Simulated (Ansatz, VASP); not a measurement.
## V in VASP and in Ansatz

Contents of INCAR:

```
SYSTEM = V
PREC = Accurate
ENCUT = 600
EDIFF = 1E-7
ISMEAR = 0
SIGMA = 0.1
LREAL = .False.
LASPH = .True.
NELM = 100
ALGO = Normal
ISIF = 3
LWAVE = .False.
LCHARG = .False.
GGA = PE
IBRION = 2
NSW = 80
EDIFFG = -0.01
```

Contents of KPOINTS:

```
regular mesh
0
Gamma
  18 18 18
  0 0 0
```

POSCAR

```
V
1.0
    0.0000000000      1.9107965439      1.9107965439
    1.9107965439      0.0000000000      1.9107965439
    1.9107965439      1.9107965439      0.0000000000
V
1
Direct
    0.0000000000      0.0000000000      0.0000000000
```

Input for Ansatz:

```yaml
crystal:
  lattice:
    - [0.0, 1.9107965439, 1.9107965439]
    - [1.9107965439, 0.0, 1.9107965439]
    - [1.9107965439, 1.9107965439, 0.0]
  atoms:
    - { symbol: V, position: [0.0, 0.0, 0.0] }
basis:
  ecutwfc: 420
kpoints:
  mp_grid: { grid: [18, 18, 18] }
hamiltonian:
  xc: pbe
scf:
  occupations: { method: gaussian, width: 0.1 }
output:
  forces: true
  stress: true
  eigenvalues: true
relax:
  adjacent_minimum: "off"
  f_tol: 0.01
  max_steps: 60
  cell: { stress_tol: 0.1 }
```

Alike in both runs: task relaxation of cell and atoms; functional PBE; k mesh 18 × 18 × 18; occupations gaussian, width 0.1 eV; no spin polarisation.

|  | VASP | Ansatz |
| --- | --- | --- |
| version | VASP 6.6.1 | Ansatz 0.2.0 |
| potentials or method | VASP PAW PBE potentials, release 64 (V_sv), cutoff 600 eV | scalar-relativistic, plane waves, PAW |
| valence electrons in the cell | 13 | 13 |

```csv
,VASP,Ansatz,Ansatz less VASP
"gap on the k mesh at the Fermi level, each at its own relaxed structure (eV)",none,none,-
relaxed volume (Å³/atom),13.91,13.90,-0.012
relaxed length of the cell vector where the two differ most in proportion (Å),2.699,2.699,-0.0007
```

A gap of «none» marks a metal or a gap that the smearing closes.
